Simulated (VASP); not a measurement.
A run of VASP 6.6.1 is set up as follows.

File INCAR:

```
SYSTEM = Al
PREC = Accurate
ENCUT = 500
EDIFF = 1E-6
ISMEAR = 0
SIGMA = 0.1
LREAL = .False.
LASPH = .True.
NELM = 120
ALGO = Normal
ISIF = 2
LWAVE = .False.
LCHARG = .False.
GGA = PE
NBANDS = 8
GGA_COMPAT = .False.
```

KPOINTS

```
Automatic mesh
0
Gamma
  18 18 18
  0 0 0
```

The input POSCAR:

```
Al
1.0
    0.0000000000      2.0204029339      2.0204029339
    2.0204029339      0.0000000000      2.0204029339
    2.0204029339      2.0204029339      0.0000000000
Al
1
Direct
    0.0000000000      0.0000000000      0.0000000000
```

Potentials or basis: VASP PAW PBE potentials, release 64 (Al).

Command:

```sh
$ cat potpaw_PBE.64/Al/POTCAR > POTCAR
$ mpirun -np 1 vasp_std > vasp.out
```

Question: Estimate the pressure.

Answer: 0.0 GPa.

Question: Predict the band gap on the k mesh.

Answer: Zero (an odd number of electrons rules out a gap without spin polarisation).
